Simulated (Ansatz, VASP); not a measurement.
**One calculation of HfTi2Ge3, two programs**

```
Hf Ti Ge
1.0
     3.82556    0.00000    0.00000
    -1.91278    3.31303    0.00000
     0.00000    0.00000    8.66737
Hf Ti Ge
1 2 3
Direct
  0.00000 0.00000 0.00000
  0.66667 0.33333 0.66102
  0.33333 0.66667 0.33898
  0.66667 0.33333 0.18134
  0.33333 0.66667 0.81866
  0.00000 0.00000 0.50000
```

Change from the starting cell: species swapped into the Ba2H3I type (P-3m1, No. 164).

Alike in both runs: task single point; functional PBE; k mesh 6 × 6 × 2; occupations gaussian, width 0.1 eV; no spin polarisation.

```csv
,VASP,Ansatz
version,VASP 6.6.1,Ansatz 0.2.0
potentials or method,"VASP PAW PBE potentials, release 64 (Hf_pv, Ti_sv, Ge_d), cutoff 500 eV","scalar-relativistic, plane waves, PAW"
valence electrons in the cell,76,92
```

|  | VASP | Ansatz | Ansatz less VASP |
| --- | --- | --- | --- |
| gap on the k mesh at the Fermi level (eV) | none | none | - |
| pressure (GPa) | -0.1 | 0.0 | +0.11 |
| traceless stress, the component that is largest in VASP (GPa) | 0.74 | 0.74 | +0.005 |
| rms of the force components (eV/Å) | 0.016 | 0.008 | -0.0075 |

Atom by atom the forces differ by 0.008 eV/Å (rms over components). A gap of «none» marks a metal or a gap that the smearing closes. VASP's potentials hold 76 valence electrons a cell and Ansatz's 92, so a difference there can come from the potentials and not from the codes.

The k mesh is coarse, so the values compare programs but aren't converged. Spin-orbit coupling is off throughout.
